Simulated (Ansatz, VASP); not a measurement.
LiS3 in VASP and in Ansatz

File INCAR:

```
ALGO     = Normal         # electronic algorithm
EDIFF    = 1E-6           # SCF threshold, eV
ENCUT    = 520            # plane-wave cutoff, eV
GGA      = PE             # functional
ISIF     = 2              # what is computed and relaxed
ISMEAR   = 0              # smearing method
LASPH    = T              # aspherical terms in the spheres
LCHARG   = F              # write CHGCAR
LREAL    = F              # projectors in reciprocal space
LWAVE    = F              # write WAVECAR
NBANDS   = 18             # bands
NELM     = 80             # most SCF steps
PREC     = Accurate       # precision mode
SIGMA    = 0.1            # smearing width, eV
```

The input KPOINTS:

```
k-points
0
Gamma
  4 4 4
```

POSCAR

```
LiS3
1.0
    5.0000000000      0.0000000000      0.0000000000
    0.0000000000      5.0000000000      0.0000000000
    0.0000000000      0.0000000000      5.0000000000
Li S
1 3
Direct
    0.0000000000      0.0000000000      0.9733260700
    0.0000000000      0.5000000000      0.0000000000
    0.5000000000      0.0000000000      0.0000000000
    0.0000000000      0.0000000000      0.5000000000
```

Input for Ansatz:

```yaml
crystal:
  lattice:
    - [5.0, 0.0, 0.0]
    - [0.0, 5.0, 0.0]
    - [0.0, 0.0, 5.0]
  atoms:
    - { symbol: Li, position: [0.0, 0.0, 0.97332607] }
    - { symbol: S, position: [0.0, 0.5, 0.0] }
    - { symbol: S, position: [0.5, 0.0, 0.0] }
    - { symbol: S, position: [0.0, 0.0, 0.5] }
basis:
  ecutwfc: 420
kpoints:
  mp_grid: { grid: [4, 4, 4] }
hamiltonian:
  xc: pbe
scf:
  occupations: { method: gaussian, width: 0.1 }
  lower_state_search: "off"
output:
  forces: true
  stress: true
  eigenvalues: true
```

Alike in both runs: task single point; functional PBE; k mesh 4 × 4 × 4; occupations gaussian, width 0.1 eV; no spin polarisation.

|  | VASP | Ansatz |
| --- | --- | --- |
| version | VASP 6.6.1 | Ansatz 0.2.0 |
| potentials or method | VASP PAW PBE potentials, release 64 (Li_sv, S), cutoff 520 eV | scalar-relativistic, plane waves, PAW |
| valence electrons in the cell | 21 | 21 |

|  | VASP | Ansatz | Ansatz less VASP |
| --- | --- | --- | --- |
| gap on the k mesh at the Fermi level (eV) | none | none | - |
| rms of the force components (eV/Å) | 0.147 | 0.147 | -0.0006 |

Atom by atom the forces differ by 0.001 eV/Å (rms over components). A gap of «none» marks a metal or a gap that the smearing closes. With one functional, cell and mesh, what is left measures potentials, basis and numerics.

Noted on VASP's run: the cutoff is short for stress, so the pressure is rough.
